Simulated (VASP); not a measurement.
# Sr2Ni (Pn-3m) in VASP: further runs

Runs on Sr2Ni. Level: PBE. Tasks: single point, relaxation of cell and atoms.

All numbers are computed with VASP 6.6.1; they aren't measurements. Logs are shortened: lines on timing, memory, paths and dates and some standing lists are left out, and cuts for length are marked.

## Step 1: The cell of the first run

The structure is cubic, space group Pn-3m (No. 224). Conventional cell: a = 6.344 Å, b = 6.344 Å, c = 6.344 Å, α = 90.00°, β = 90.00°, γ = 90.00°. Within 3.6 Å of Sr (site symmetry -3m) lie 2 Ni at 2.75 Å. Within 3.6 Å of Ni (site symmetry -43m) lie 4 Sr at 2.75 Å.

## Step 2: Single point, PBE

Contents of INCAR:

```
SYSTEM = Sr2Ni
PREC     = Accurate       ! precision mode
ENCUT    = 520            ! plane-wave cutoff, eV
EDIFF    = 1E-7           ! SCF threshold, eV
ISMEAR   = 0              ! smearing method
SIGMA    = 0.1            ! smearing width, eV
LREAL    = .False.        ! projectors in reciprocal space
LASPH    = .True.         ! aspherical terms in the spheres
NELM     = 80             ! most SCF steps
ALGO     = Normal         ! electronic algorithm
ISIF     = 2              ! what is computed and relaxed
LWAVE    = .False.        ! write WAVECAR
LCHARG   = .True.         ! write CHGCAR
GGA      = PE             ! functional
LELF     = .True.         ! ELF
LVHAR    = .True.       
NBANDS   = 39             ! bands
```

Contents of KPOINTS:

```
regular mesh
0
Gamma
  4 4 4
  0 0 0
```

Contents of POSCAR:

```
Sr2Ni
1.0
    6.3437813248      0.0000000000      0.0000000000
    0.0000000000      6.3437813248      0.0000000000
    0.0000000000      0.0000000000      6.3437813248
Sr Ni
4 2
Direct
    0.2500000000      0.2500000000      0.2500000000
    0.2500000000      0.7500000000      0.7500000000
    0.7500000000      0.7500000000      0.2500000000
    0.7500000000      0.2500000000      0.7500000000
    0.0000000000      0.0000000000      0.0000000000
    0.5000000000      0.5000000000      0.5000000000
```

Potentials or basis: VASP PAW PBE potentials, release 64 (Sr_sv, Ni).

Launch:

```bash
> cat potpaw_PBE.64/Sr_sv/POTCAR potpaw_PBE.64/Ni/POTCAR > POTCAR
> mpirun -np 1 vasp_std > vasp.out
```

OUTCAR:

```text
SYSTEM = Sr2Ni
   PREC = Accurate
   ENCUT = 520
   EDIFF = 1E-7
   ISMEAR = 0
   LREAL = .False.
   LASPH = .True.
   NELM = 80
   ISIF = 2
   GGA = PE

 ion  position               nearest neighbor table
   1  0.250  0.250  0.250-   5 2.75   6 2.75   4 4.49   2 4.49   3 4.49   2 4.49   4 4.49   2 4.49
                             3 4.49   2 4.49   3 4.49   4 4.49   4 4.49   3 4.49
   2  0.250  0.750  0.750-   5 2.75   6 2.75   4 4.49   1 4.49   3 4.49   1 4.49   3 4.49   1 4.49
                             4 4.49   1 4.49   3 4.49   4 4.49   3 4.49   4 4.49
   3  0.750  0.750  0.250-   5 2.75   6 2.75   4 4.49   1 4.49   2 4.49   2 4.49   4 4.49   1 4.49
                             4 4.49   4 4.49   1 4.49   2 4.49   2 4.49   1 4.49
   4  0.750  0.250  0.750-   5 2.75   6 2.75   3 4.49   1 4.49   2 4.49   1 4.49   3 4.49   2 4.49
                             3 4.49   3 4.49   1 4.49   2 4.49   1 4.49   2 4.49
   5  0.000  0.000  0.000-   1 2.75   2 2.75   3 2.75   4 2.75
   6  0.500  0.500  0.500-   1 2.75   2 2.75   3 2.75   4 2.75

  LATTYP: Found a simple cubic cell.
 ALAT       =     6.3437813248

  Lattice vectors:

 A1 = (   6.3437813248,   0.0000000000,   0.0000000000)
 A2 = (   0.0000000000,   6.3437813248,   0.0000000000)
 A3 = (   0.0000000000,   0.0000000000,   6.3437813248)

Analysis of symmetry for initial positions (statically):
=====================================================================
 Subroutine PRICEL returns:
 Original cell was already a primitive cell.

 Routine SETGRP: Setting up the symmetry group for a
 simple cubic supercell.

 Subroutine GETGRP returns: Found 48 space group operations
 (whereof 24 operations were pure point group operations)
 out of a pool of 48 trial point group operations.

The static configuration has the point symmetry T_d .
 The point group associated with its full space group is O_h .

Analysis of symmetry for dynamics (positions and initial velocities):
=====================================================================
 Subroutine PRICEL returns:
 Original cell was already a primitive cell.

 Routine SETGRP: Setting up the symmetry group for a
 simple cubic supercell.

 Subroutine GETGRP returns: Found 48 space group operations
 (whereof 24 operations were pure point group operations)
 out of a pool of 48 trial point group operations.

The dynamic configuration has the point symmetry T_d .
 The point group associated with its full space group is O_h .

 Subroutine INISYM returns: Found 48 space group operations
 (whereof 24 operations are pure point group operations),
 and found     1 'primitive' translations
[... 92 lines left out ...]
   IBRION =     -1    ionic relax: 0-MD 1-quasi-New 2-CG
   NFREE  =      0    steps in history (QN), initial steepest desc. (CG)
   ISIF   =      2    stress and relaxation
   ISYM   =      2    0-nonsym 1-usesym 2-fastsym
   POTIM  = 0.5000    time-step for ionic-motion
   TEBEG  =    0.0;   TEEND  =   0.0 temperature during run
   PSTRESS=    0.0 pullay stress
   NELECT =      60.0000    total number of electrons
   NUPDOWN=      -1.0000    fix difference up-down
   EMIN   =  10.00;   EMAX   =-10.00  energy-range for DOS
   EFERMI =   0.00;   METHOD = LEGACY
   ISMEAR =     0;   SIGMA  =   0.10  broadening in eV -4-tet -1-fermi 0-gaus
   EFERMI_NEDOS =   21; number of points for ismear=-14 and -15
   IALGO  =     38    algorithm
   IMIX   =      4    mixing-type and parameters
     AMIX     =   0.40;   BMIX     =  1.00
     AMIX_MAG =   1.60;   BMIX_MAG =  1.00
  volume/ion in A,a.u.               =      42.55       287.14
  Fermi-wavevector in a.u.,A,eV,Ry     =   1.010285  1.909161 13.887125  1.020675
  Thomas-Fermi vector in A             =   2.143264
   LORBIT       =      0    0 simple, 1 ext, 2 COOP (PROOUT), +10 PAW based schemes
   GGA     = PE    functional components
   LHFCALC =     F    Hartree Fock is set to
   AEXX    =    0.0000 exact exchange contribution
   IVDW    =     0    specifies the selected vdW correction
   LEPSILON=     F    determine dielectric tensor
   LRPA    =     F    only Hartree local field effects (RPA)
 non-spin polarized calculation
 Gauss-broadening in eV      SIGMA  =   0.10
  energy-cutoff  :      520.00
  volume of cell :      255.30
 maximum number of plane-waves:      6931
 NGX is ok and might be reduce to    48
   NGX = 23   NGY = 23   NGZ = 23

 number of electron      59.9999960 magnetization

 Free energy of the ion-electron system (eV)
  ---------------------------------------------------
  ext. energy  EPLUGINS =         0.00000000
  ---------------------------------------------------
  free energy    TOTEN  =       -15.05778755 eV

  energy without entropy =      -15.02265788  energy(sigma->0) =      -15.04022271

 E-fermi :   1.5656     XC(G=0):  -7.5924

 val. band max:        1.5275427435   @ k =   0.2500   0.2500   0.2500
 cond. band min:       1.5684428812   @ k =   0.2500   0.0000   0.0000
 fundamental gap:      0.0409001377
 Fermi energy:         1.5655685902

 k-point     1 :       0.0000    0.0000    0.0000
  band No.  band energies     occupation
      1     -34.3547      2.00000
      2     -34.3445      2.00000
      3     -34.3445      2.00000
      4     -34.3445      2.00000
      5     -16.4785      2.00000
      6     -16.4785      2.00000
[... 409 lines left out ...]
     38       4.2362      0.00000
     39       4.2362      0.00000

------------------------ aborting loop because EDIFF is reached ----------------------------------------

  FORCE on cell =-STRESS in cart. coord.  units (eV):
  Direction    XX          YY          ZZ          XY          YZ          ZX
  --------------------------------------------------------------------------------------
  -------------------------------------------------------------------------------------
  Total        0.6683947      0.6683947      0.6683947     -0.0000000      0.0000000     -0.0000000
  in kB        4.1946816      4.1946816      4.1946816     -0.0000000      0.0000000     -0.0000000
  external PRESSURE =       4.1946816 kB  Pullay stress =       0.0000000 kB

 VOLUME and BASIS-vectors are now :
 -----------------------------------------------------------------------------
  energy-cutoff  :      520.00
  volume of cell :      255.30
      direct lattice vectors                 reciprocal lattice vectors
     6.343781325  0.000000000  0.000000000     0.157634690  0.000000000  0.000000000
     0.000000000  6.343781325  0.000000000     0.000000000  0.157634690  0.000000000
     0.000000000  0.000000000  6.343781325     0.000000000  0.000000000  0.157634690

 POSITION                                       TOTAL-FORCE (eV/Angst)
 -----------------------------------------------------------------------------------
      1.58595      1.58595      1.58595        -0.000000      0.000000     -0.000000
      1.58595      4.75784      4.75784         0.000000      0.000000      0.000000
      4.75784      4.75784      1.58595         0.000000     -0.000000      0.000000
      4.75784      1.58595      4.75784        -0.000000     -0.000000     -0.000000
      0.00000      0.00000      0.00000         0.000000     -0.000000      0.000000
      3.17189      3.17189      3.17189        -0.000000      0.000000     -0.000000
 -----------------------------------------------------------------------------------
    total drift:                               -0.000000     -0.000000      0.000000

  FREE ENERGIE OF THE ION-ELECTRON SYSTEM (eV)
  ---------------------------------------------------
  free  energy   TOTEN  =       -15.0577875514 eV

  energy  without entropy=      -15.0226578752  energy(sigma->0) =      -15.04022271
```

It took 3.3 min on 1 thread of Oxide Virtual Turin-like, shared host; peak memory 0.32 GiB.

What came out:

* Free energy: -15.0578 eV
* Pressure: 0.4 GPa
* Band gap on the k mesh: zero (band 30 reaches 1.77 eV, above the bottom of band 31 at 0.84 eV)

Spin polarisation is off, so any magnetic state and its effect on volume and gap are missing.

## Step 3: Relaxation of cell and atoms, PBE

This run uses another cell than the first one, of 28.20 Å³/atom, 0.663 times its volume.

Contents of INCAR:

```
SYSTEM = Sr2Ni
PREC = Accurate
ENCUT = 600
EDIFF = 1E-7
ISMEAR = 0
SIGMA = 0.1
LREAL = .False.
LASPH = .True.
NELM = 80
ALGO = Fast
ISIF = 3
LWAVE = .False.
LCHARG = .False.
GGA = PE
IBRION = 2
NSW = 90
EDIFFG = -0.04
```

KPOINTS is that of step 2.

Edit POSCAR of step 2 so:

```diff
@@ -2,5 +2,5 @@
 1.0
-    6.3437813248      0.0000000000      0.0000000000
-    0.0000000000      6.3437813248      0.0000000000
-    0.0000000000      0.0000000000      6.3437813248
+    5.5311436934      0.0000000000      0.0000000000
+    0.0000000000      5.5311436934      0.0000000000
+    0.0000000000      0.0000000000      5.5311436934
 Sr Ni
```

Potentials or basis: VASP PAW PBE potentials, release 64 (Sr_sv, Ni).

Launch:

```bash
> cat potpaw_PBE.64/Sr_sv/POTCAR potpaw_PBE.64/Ni/POTCAR > POTCAR
> mpirun -np 1 vasp_std > vasp.out
```

It took 20 min on 1 thread of Oxide Virtual Turin-like, shared host; peak memory 0.35 GiB.

It converged, with:

| Item | Value |
| --- | --- |
| Free energy | -15.0541 eV |
| Relaxed volume | 43.42 Å³/atom |
| Relaxed cell | a = 6.387 Å, b = 6.387 Å, c = 6.387 Å, α = 90.00°, β = 90.00°, γ = 90.00° |
| Space group after relaxing (to 0.05 Å) | Pn-3m (No. 224) |
| Energy gained by relaxing | 509.4 meV/atom |
| Ionic steps | 4 |
| Pressure after relaxing | 0.0 GPa |
| Band gap on the k mesh | zero (band 30 reaches 1.67 eV, above the bottom of band 31 at 0.77 eV) |

Step by step:
```
step  energy change (eV)  largest force (eV/Å)  pressure (GPa)  volume (Å³)
   1              0.0000                0.0000           15.27       169.22
   2             -2.9932                0.0000            1.25       243.95
   3             -3.0504                0.0000            0.36       255.41
   4             -3.0566                0.0000            0.03       260.51
```

Final structure:
```xyz
6
Lattice="6.3867 0.0000 0.0000 0.0000 6.3867 0.0000 0.0000 0.0000 6.3867" Properties=species:S:1:pos:R:3 pbc="T T T"
Sr    1.5967    1.5967    1.5967
Sr    1.5967    4.7900    4.7900
Sr    4.7900    4.7900    1.5967
Sr    4.7900    1.5967    4.7900
Ni    6.3867    0.0000    6.3867
Ni    3.1933    3.1933    3.1933
```

Levels at points of the mesh, in eV from the Fermi level:
```csv
k point,band 27,band 28,band 29,band 30,band 31,band 32,band 33,band 34
"(0.00, 0.00, 0.00)",-0.86,-0.67,-0.30,-0.30,-0.30,-0.14,1.39,1.39
"(0.50, 0.00, 0.00)",-1.09,-1.09,0.19,0.19,0.69,0.69,1.42,1.45
"(0.50, 0.50, 0.00)",-0.94,-0.94,-0.86,-0.86,0.74,0.74,1.09,1.09
"(0.50, 0.50, 0.50)",-0.96,-0.96,-0.71,-0.71,-0.71,0.35,0.35,0.35
```

Caveat: the volume moved by over 15 % at a fixed basis, so the end points are rough. Spin polarisation is off, so any magnetic state and its effect on volume and gap are missing.
